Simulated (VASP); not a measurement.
**Mg (a cell with a defect): single point with PBEsol**

Mg (a cell with a defect):

```
Mg
1.0
     0.00000    4.48851    4.48851
     4.48851    0.00000    4.48851
     4.48851    4.48851    0.00000
Mg
7
Direct
  0.00000 0.00000 0.34190
  0.01929 0.54244 0.96579
  0.98071 0.45756 0.52752
  0.54244 0.01929 0.96579
  0.45756 0.98071 0.52752
  0.50000 0.50000 0.01749
  0.50000 0.50000 0.48731
```

```yaml
Program: VASP 6.6.1
Task: single point
Functional: PBEsol
Potentials_or_basis: VASP PAW PBE potentials, release 64 (Mg)
Cutoff: 520 eV
k_mesh: 2 × 2 × 2
Occupations: gaussian, width 0.1 eV
Spin: no spin polarisation
Dipole_correction: no
Further_INCAR_settings: ALGO = Normal; EDIFF = 1e-06; NBANDS = 16
```

* Pressure: -2.0 GPa
* Largest force: 0.158 eV/Å
* Band gap on the k mesh: zero (bands 7 and 8 overlap by 2.72 eV)

Forces on the atoms (eV/Å):
```
Mg   0.112  0.112  0.000
Mg  -0.004 -0.040  0.011
Mg  -0.040 -0.004 -0.011
Mg  -0.040 -0.004  0.011
Mg  -0.004 -0.040 -0.011
Mg   0.013  0.013  0.000
Mg  -0.038 -0.038  0.000
```

Stress tensor (GPa, compression positive):
```
-2.04 -0.54  0.00
-0.54 -2.04  0.00
 0.00  0.00 -1.80
```

Levels at points of the mesh, in eV from the Fermi level:
```tsv
k point	band 5	band 6	band 7	band 8	band 9	band 10
(0.00, 0.00, 0.00)	-0.34	-0.21	-0.10	0.03	0.46	1.43
(0.50, 0.00, 0.00)	-0.84	-0.41	-0.34	-0.08	2.68	2.80
(0.00, 0.00, 0.50)	-0.86	-0.40	-0.27	0.00	2.70	2.71
(0.50, 0.50, 0.00)	-1.97	-1.38	2.50	2.80	3.10	3.19
(0.00, 0.50, 0.50)	-2.00	-1.39	2.65	2.74	3.07	3.09
```

Wall time 25 s on 1 thread of Intel(R) Xeon(R) 6975P-C (Granite Rapids) (shared host), peak memory 0.29 GiB.

Caveat: the k points lie up to 0.61 Å⁻¹ apart, too coarse for converged energies and pressures of a metal; the PAW data sets were made with another functional, which shifts forces and pressure a little.
